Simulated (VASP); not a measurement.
Set up this calculation in VASP 6.6.1, as the native input.

| Quantity | Value |
| --- | --- |
| Task | single point |
| Functional | r2SCAN |
| Potentials or basis | VASP PAW PBE potentials, release 64 (Ge_d) |
| Cutoff | 520 eV |
| k mesh | 7 × 7 × 4 |
| Occupations | methfessel-paxton, width 0.15 eV |
| Spin | no spin polarisation |
| Dipole correction | no |
| Further INCAR settings | ALGO = Normal; EDIFF = 1e-06; NBANDS = 36 |

Crystal: Ge.

```
Ge
1.0
     4.09513    0.00000    0.00000
    -2.04756    3.54648    0.00000
     0.00000    0.00000    6.76040
Ge
4
Direct
  0.66667 0.33333 0.06290
  0.33333 0.66667 0.56290
  0.66667 0.33333 0.43710
  0.33333 0.66667 0.93710
```

The input as run:

POSCAR

```
Ge
1.0
    4.0951263279      0.0000000000      0.0000000000
   -2.0475631640      3.5464834011      0.0000000000
    0.0000000000      0.0000000000      6.7604015512
Ge
4
Direct
    0.6666666667      0.3333333333      0.0629010000
    0.3333333333      0.6666666667      0.5629010000
    0.6666666667      0.3333333333      0.4370990000
    0.3333333333      0.6666666667      0.9370990000
```

INCAR.step1

```
PREC = Accurate
ENCUT = 520
ISMEAR = 1
SIGMA = 0.15
LREAL = F
LASPH = T
NELM = 60
NBANDS = 36
GGA = PE
ALGO = Normal
EDIFF = 1E-4
LWAVE = T
LCHARG = F
```

INCAR.step2

```
PREC = Accurate
ENCUT = 520
EDIFF = 1E-6
ISMEAR = 1
SIGMA = 0.15
LREAL = F
LASPH = T
NELM = 60
ALGO = Normal
ISIF = 2
LWAVE = F
LCHARG = F
METAGGA = R2SCAN
LMIXTAU = T
NBANDS = 36
ISTART = 1
```

KPOINTS

```
Automatic mesh
0
Gamma
  7 7 4
```

Potentials or basis: VASP PAW PBE potentials, release 64 (Ge_d).

The run is started by

```sh
$ cat potpaw_PBE.64/Ge_d/POTCAR > POTCAR
$ cp INCAR.step1 INCAR
$ mpirun -np 1 vasp_std > vasp.out
$ cp INCAR.step2 INCAR
$ mpirun -np 1 vasp_std > vasp.out
```

It gave:

The pressure is -4.3 GPa, the largest force is 0.011 eV/Å and the band gap on the k mesh is 0.12 eV, direct.

Caveat: the PAW data sets were made with another functional, which shifts forces and pressure a little.

It took 2 min on 1 thread of Intel(R) Xeon(R) 6975P-C (Granite Rapids) (shared host), peak memory 0.23 GiB.
